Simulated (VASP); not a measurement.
# ZnS (R3m) in VASP: a series of runs

The runs below take ZnS through single point, with PBE.

All numbers are computed with VASP 6.6.1; they aren't measurements. Logs are shortened: lines on timing, memory, paths and dates and some standing lists are left out, and cuts for length are marked.

**1. The cell of the first run**

Symmetry: R3m, No. 160, trigonal system. The conventional cell has a = 3.844 Å, b = 3.844 Å, c = 9.275 Å, α = 90.00°, β = 90.00°, γ = 120.00°. Within 3.1 Å of Zn (site symmetry 3m) lie 4 S at 2.32 to 2.35 Å. Within 3.1 Å of S (site symmetry 3m) lie 4 Zn at 2.32 to 2.35 Å.

**2. Single point, PBE (equal xy, yz and zx shear strains of -1 %)**

Input file INCAR:

```
ALGO = Normal
EDIFF = 1E-7
ENCUT = 520
GGA = PE
ISIF = 2
ISMEAR = -1
LASPH = T
LCHARG = F
LREAL = F
LWAVE = F
NBANDS = 16
NELM = 80
PREC = Accurate
SIGMA = 0.01
```

Input file KPOINTS:

```
k-points
0
Gamma
  8 8 8
```

Input file POSCAR:

```
ZnS
1.0
   -0.0270465000      2.6911267500      2.6911267500
    2.6911267500     -0.0270465000      2.6911267500
    2.6911267500      2.6911267500     -0.0270465000
Zn S
1 1
Direct
    0.0000000000      0.0000000000      0.0000000000
    0.7500000000      0.7500000000      0.7500000000
```

Potentials or basis: VASP PAW PBE potentials, release 64 (Zn, S).

On the command line:

```
$ cat potpaw_PBE.64/Zn/POTCAR potpaw_PBE.64/S/POTCAR > POTCAR
$ mpirun -np 1 vasp_std > vasp.out
```

OUTCAR:

```text
EDIFF = 1E-7
   ENCUT = 520
   GGA = PE
   ISIF = 2
   ISMEAR = -1
   LASPH = T
   LREAL = F
   NELM = 80
   PREC = Accurate

 ion  position               nearest neighbor table
   1  0.000  0.000  0.000-   2 2.32   2 2.35   2 2.35   2 2.35
   2  0.750  0.750  0.750-   1 2.32   1 2.35   1 2.35   1 2.35

  LATTYP: Found a trigonal (rhomboedric) cell.
 ALAT       =     3.8059240510
 COS(alpha) =     0.4899250057

  Lattice vectors:

 A1 = (  -0.0270465000,   2.6911267500,   2.6911267500)
 A2 = (   2.6911267500,  -0.0270465000,   2.6911267500)
 A3 = (   2.6911267500,   2.6911267500,  -0.0270465000)

Analysis of symmetry for initial positions (statically):
=====================================================================
 Subroutine PRICEL returns:
 Original cell was already a primitive cell.

 Routine SETGRP: Setting up the symmetry group for a
 trigonal (rhombohedral) supercell.

 Subroutine GETGRP returns: Found  6 space group operations
 (whereof  6 operations were pure point group operations)
 out of a pool of 12 trial point group operations.

The static configuration has the point symmetry C_3v.

Analysis of symmetry for dynamics (positions and initial velocities):
=====================================================================
 Subroutine PRICEL returns:
 Original cell was already a primitive cell.

 Routine SETGRP: Setting up the symmetry group for a
 trigonal (rhombohedral) supercell.

 Subroutine GETGRP returns: Found  6 space group operations
 (whereof  6 operations were pure point group operations)
 out of a pool of 12 trial point group operations.

The dynamic configuration has the point symmetry C_3v.

 Subroutine INISYM returns: Found  6 space group operations
 (whereof  6 operations are pure point group operations),
 and found     1 'primitive' translations

----------------------------------------------------------------------------------------

                                     Primitive cell

  volume of cell :      39.5668

  direct lattice vectors                    reciprocal lattice vectors
    -0.027046500  2.691126750  2.691126750    -0.183018043  0.184876094  0.184876094
     2.691126750 -0.027046500  2.691126750     0.184876094 -0.183018043  0.184876094
     2.691126750  2.691126750 -0.027046500     0.184876094  0.184876094 -0.183018043

  length of vectors
     3.805924051  3.805924051  3.805924051     0.319145647  0.319145647  0.319145647

  position of ions in fractional coordinates (direct lattice)
     0.000000000  0.000000000  0.000000000
     0.750000000  0.750000000  0.750000000

  ion indices of the primitive-cell ions
   primitive index   ion index
                 1           1
                 2           2

----------------------------------------------------------------------------------------

 KPOINTS: k-points

Automatic generation of k-mesh.
 Grid dimensions read from file:
 generate k-points for:    8    8    8

 Generating k-lattice:

  Cartesian coordinates                     Fractional coordinates (reciprocal lattice)
    -0.022877255  0.023109512  0.023109512     0.125000000 -0.000000000 -0.000000000
     0.023109512 -0.022877255  0.023109512    -0.000000000  0.125000000 -0.000000000
     0.023109512  0.023109512 -0.022877255    -0.000000000 -0.000000000  0.125000000

  Length of vectors
     0.039893206  0.039893206  0.039893206

  Shift w.r.t. Gamma in fractional coordinates (k-lattice)
     0.000000000  0.000000000  0.000000000

 Subroutine IBZKPT returns following result:
 ===========================================

 Found     65 irreducible k-points:

 Following reciprocal coordinates:
            Coordinates               Weight
  0.000000  0.000000  0.000000      1.000000
  0.125000 -0.000000 -0.000000      6.000000
  0.250000 -0.000000 -0.000000      6.000000
  0.375000 -0.000000 -0.000000      6.000000
  0.500000 -0.000000 -0.000000      3.000000
  0.125000  0.125000 -0.000000      6.000000
[... 16 lines left out ...]
  0.250000  0.125000  0.125000      6.000000
  0.375000  0.125000  0.125000      6.000000
 [... further k-points ...]
   k-points           NKPTS =     65   k-points in BZ     NKDIM =     65   number of bands    NBANDS=     16
   number of dos      NEDOS =    301   number of ions     NIONS =      2
   total plane-waves  NPLWV =  21952
   dimension x,y,z NGX =    28 NGY =   28 NGZ =   28
   dimension x,y,z NGXF=    56 NGYF=   56 NGZF=   56
   ions per type =               1   1
   NGX,Y,Z   is equivalent  to a cutoff of  12.23, 12.23, 12.23 a.u.
   NGXF,Y,Z  is equivalent  to a cutoff of  24.46, 24.46, 24.46 a.u.
 SYSTEM =  unknown system
   PREC   = accura    normal or accurate (medium, high low for compatibility)
   ISTART =      0    job   : 0-new  1-cont  2-samecut
   ICHARG =      2    charge: 1-file 2-atom 10-const
   ISPIN  =      1    spin polarized calculation?
   LNONCOLLINEAR =      F non collinear calculations
   LSORBIT =      F    spin-orbit coupling
   LASPH  =      T    aspherical Exc in radial PAW
   ENCUT  =  520.0 eV  38.22 Ry    6.18 a.u.   7.08  7.08  7.08*2*pi/ulx,y,z
   NELM   =     80;   NELMIN=  2; NELMDL= -5     # of ELM steps
   EDIFF  = 0.1E-06   stopping-criterion for ELM
   LREAL  =      F    real-space projection
   EDIFFG = 0.1E-05   stopping-criterion for IOM
   NSW    =      0    number of steps for IOM
   IBRION =     -1    ionic relax: 0-MD 1-quasi-New 2-CG
   NFREE  =      0    steps in history (QN), initial steepest desc. (CG)
   ISIF   =      2    stress and relaxation
   ISYM   =      2    0-nonsym 1-usesym 2-fastsym
   POTIM  = 0.5000    time-step for ionic-motion
   TEBEG  =    0.0;   TEEND  =   0.0 temperature during run
   PSTRESS=    0.0 pullay stress
   NELECT =      18.0000    total number of electrons
   NUPDOWN=      -1.0000    fix difference up-down
   EMIN   =  10.00;   EMAX   =-10.00  energy-range for DOS
   EFERMI =   0.00;   METHOD = LEGACY
   ISMEAR =    -1;   SIGMA  =   0.01  broadening in eV -4-tet -1-fermi 0-gaus
   EFERMI_NEDOS =   21; number of points for ismear=-14 and -15
   IALGO  =     38    algorithm
   IMIX   =      4    mixing-type and parameters
     AMIX     =   0.40;   BMIX     =  1.00
     AMIX_MAG =   1.60;   BMIX_MAG =  1.00
  volume/ion in A,a.u.               =      19.78       133.50
  Fermi-wavevector in a.u.,A,eV,Ry     =   1.259086  2.379328 21.569292  1.585298
  Thomas-Fermi vector in A             =   2.392664
   LORBIT       =      0    0 simple, 1 ext, 2 COOP (PROOUT), +10 PAW based schemes
   GGA     = PE    functional components
   LHFCALC =     F    Hartree Fock is set to
   AEXX    =    0.0000 exact exchange contribution
   IVDW    =     0    specifies the selected vdW correction
   LEPSILON=     F    determine dielectric tensor
   LRPA    =     F    only Hartree local field effects (RPA)
 non-spin polarized calculation
  energy-cutoff  :      520.00
  volume of cell :       39.57
 maximum number of plane-waves:      1076
   NGX = 15   NGY = 15   NGZ = 15

 number of electron      17.9999996 magnetization

 Free energy of the ion-electron system (eV)
  ---------------------------------------------------
  ext. energy  EPLUGINS =         0.00000000
  ---------------------------------------------------
  free energy    TOTEN  =        -6.84565208 eV

  energy without entropy =       -6.84565208  energy(sigma->0) =       -6.84565208

 E-fermi :   2.3832     XC(G=0):  -9.6164

 val. band max:        2.1134796346   @ k =   0.0000   0.0000   0.0000
 cond. band min:       4.1793911901   @ k =   0.0000   0.0000   0.0000
 fundamental gap:      2.0659115555
 Fermi energy:         2.3832426822

 k-point     1 :       0.0000    0.0000    0.0000
  band No.  band energies     occupation
      1     -11.0408      2.00000
      2      -4.2557      2.00000
      3      -4.2442      2.00000
      4      -4.2442      2.00000
      5      -3.7530      2.00000
      6      -3.7530      2.00000
[... 8 lines left out ...]
     15      13.8417      0.00000
     16      13.9370      0.00000

 k-point     2 :       0.1250   -0.0000   -0.0000
  band No.  band energies     occupation
      1     -10.9259      2.00000
      2      -4.2455      2.00000
      3      -4.2319      2.00000
      4      -4.2240      2.00000
      5      -3.7548      2.00000
      6      -3.7542      2.00000
[... 8 lines left out ...]
     15      13.2877      0.00000
     16      14.7322      0.00000

 k-point     3 :       0.2500   -0.0000   -0.0000
  band No.  band energies     occupation
      1     -10.6261      2.00000
      2      -4.1995      2.00000
      3      -4.1839      2.00000
      4      -4.1799      2.00000
      5      -3.7520      2.00000
      6      -3.7502      2.00000
[... 8 lines left out ...]
     15      13.1307      0.00000
     16      14.3098      0.00000

 k-point     4 :       0.3750   -0.0000   -0.0000
  band No.  band energies     occupation
      1     -10.2861      2.00000
      2      -4.1523      2.00000
      3      -4.1451      2.00000
      4      -3.9783      2.00000
      5      -3.7361      2.00000
      6      -3.7333      2.00000
[... 8 lines left out ...]
     15      14.0679      0.00000
     16      14.2601      0.00000

 k-point     5 :       0.5000   -0.0000   -0.0000
  band No.  band energies     occupation
      1     -10.1300      2.00000
      2      -4.1402      2.00000
      3      -4.1342      2.00000
      4      -3.7248      2.00000
      5      -3.7227      2.00000
      6      -3.5561      2.00000
[... 8 lines left out ...]
     15      15.3665      0.00000
     16      15.5476      0.00000

 k-point     6 :       0.1250    0.1250   -0.0000
  band No.  band energies     occupation
      1     -10.8859      2.00000
      2      -4.2681      2.00000
      3      -4.2128      2.00000
      4      -4.2048      2.00000
      5      -3.7694      2.00000
      6      -3.7421      2.00000
[... 8 lines left out ...]
     15      14.0420      0.00000
     16      15.2325      0.00000

 k-point     7 :       0.2500    0.1250   -0.0000
  band No.  band energies     occupation
      1     -10.6455      2.00000
      2      -4.2588      2.00000
      3      -4.1653      2.00000
      4      -4.1544      2.00000
      5      -3.7770      2.00000
      6      -3.7318      2.00000
[... 8 lines left out ...]
     15      14.0438      0.00000
     16      15.7480      0.00000

 k-point     8 :       0.3750    0.1250   -0.0000
  band No.  band energies     occupation
      1     -10.3134      2.00000
      2      -4.1805      2.00000
      3      -4.1228      2.00000
      4      -4.0519      2.00000
      5      -3.7511      2.00000
      6      -3.7198      2.00000
[... 8 lines left out ...]
     15      14.8114      0.00000
     16      15.1622      0.00000

 k-point     9 :       0.5000    0.1250   -0.0000
  band No.  band energies     occupation
      1     -10.0887      2.00000
      2      -4.1385      2.00000
      3      -4.1074      2.00000
      4      -3.8078      2.00000
      5      -3.7199      2.00000
      6      -3.5906      2.00000
[... 8 lines left out ...]
     15      15.4794      0.00000
     16      15.5829      0.00000
[... 172 lines left out ...]
 k-point    19 :       0.5000    0.3750   -0.0000
  band No.  band energies     occupation
      1      -9.8621      2.00000
      2      -4.2358      2.00000
      3      -3.9502      2.00000
      4      -3.9122      2.00000
      5      -3.6908      2.00000
      6      -3.5600      2.00000
[... 8 lines left out ...]
     15      15.7572      0.00000
     16      16.9069      0.00000

 k-point    20 :      -0.3750    0.3750    0.0000
  band No.  band energies     occupation
      1      -9.8382      2.00000
      2      -4.1667      2.00000
      3      -3.9765      2.00000
      4      -3.8517      2.00000
      5      -3.7170      2.00000
      6      -3.4123      2.00000
[... 8 lines left out ...]
     15      14.5696      0.00000
     16      17.8494      0.00000

 k-point    21 :       0.5000    0.5000   -0.0000
  band No.  band energies     occupation
      1      -9.8088      2.00000
      2      -4.2723      2.00000
      3      -3.9177      2.00000
      4      -3.8968      2.00000
      5      -3.6782      2.00000
      6      -3.5378      2.00000
[... 8 lines left out ...]
     15      15.7906      0.00000
     16      16.6058      0.00000

 k-point    22 :       0.1250    0.1250    0.1250
  band No.  band energies     occupation
      1     -10.9207      2.00000
      2      -4.2557      2.00000
      3      -4.2218      2.00000
      4      -4.2218      2.00000
      5      -3.7553      2.00000
      6      -3.7553      2.00000
[... 8 lines left out ...]
     15      13.2093      0.00000
     16      14.7179      0.00000

 k-point    23 :       0.2500    0.1250    0.1250
  band No.  band energies     occupation
      1     -10.7406      2.00000
      2      -4.2460      2.00000
      3      -4.1965      2.00000
      4      -4.1807      2.00000
      5      -3.7697      2.00000
      6      -3.7414      2.00000
[... 8 lines left out ...]
     15      13.4494      0.00000
     16      15.8087      0.00000

 k-point    24 :       0.3750    0.1250    0.1250
  band No.  band energies     occupation
      1     -10.4216      2.00000
      2      -4.1709      2.00000
      3      -4.1488      2.00000
      4      -4.1185      2.00000
      5      -3.7698      2.00000
      6      -3.7215      2.00000
[... 8 lines left out ...]
     15      14.5208      0.00000
     16      15.4895      0.00000

 [... further k-points ...]
[... 5 lines left out ...]
  --------------------------------------------------------------------------------------
  -------------------------------------------------------------------------------------
  Total        0.3884133      0.3884133      0.3884133      0.1743886      0.1743886      0.1743886
  in kB       15.7280221     15.7280221     15.7280221      7.0615209      7.0615209      7.0615209
  external PRESSURE =      15.7280221 kB  Pullay stress =       0.0000000 kB

 VOLUME and BASIS-vectors are now :
 -----------------------------------------------------------------------------
  energy-cutoff  :      520.00
  volume of cell :       39.57
      direct lattice vectors                 reciprocal lattice vectors
    -0.027046500  2.691126750  2.691126750    -0.183018043  0.184876094  0.184876094
     2.691126750 -0.027046500  2.691126750     0.184876094 -0.183018043  0.184876094
     2.691126750  2.691126750 -0.027046500     0.184876094  0.184876094 -0.183018043

 POSITION                                       TOTAL-FORCE (eV/Angst)
 -----------------------------------------------------------------------------------
      0.00000      0.00000      0.00000         0.060352      0.060352      0.060352
      4.01641      4.01641      4.01641        -0.060352     -0.060352     -0.060352
 -----------------------------------------------------------------------------------
    total drift:                                0.000006      0.000006      0.000006

  FREE ENERGIE OF THE ION-ELECTRON SYSTEM (eV)
  ---------------------------------------------------
  free  energy   TOTEN  =        -6.8456520846 eV

  energy  without entropy=       -6.8456520846  energy(sigma->0) =       -6.84565208
```

It took 31 s on 1 thread of Intel Xeon Platinum 8375C at 2.90GHz (Ice Lake), shared host; peak memory 0.17 GiB.

Results:

| Item | Value |
| --- | --- |
| Free energy | -6.8457 eV |
| Pressure | 1.6 GPa |
| Largest force | 0.105 eV/Å |
| Band gap on the k mesh | 2.07 eV, direct |

Forces in eV/Å, atoms in the order of the input:
```
Zn   0.060  0.060  0.060
S   -0.060 -0.060 -0.060
```

Levels at points of the mesh, in eV from the valence-band top:
```csv
k point,band 6,band 7,band 8,band 9,band 10,band 11,band 12,band 13
"(0.00, 0.00, 0.00)",-5.87,-0.05,-0.05,0.00,2.07,6.30,6.30,6.51
"(0.50, 0.00, 0.00)",-5.67,-5.30,-0.88,-0.87,3.30,6.85,6.99,8.82
"(0.50, 0.50, 0.00)",-5.65,-4.58,-2.29,-2.19,3.37,4.05,10.91,11.90
"(0.50, 0.50, 0.50)",-5.65,-5.31,-0.95,-0.95,3.18,6.83,6.83,8.88
```

Caveat: the cell differs from its parent crystal (equal xy, yz and zx shear strains of -1 %).

[end of part 1 of 2]
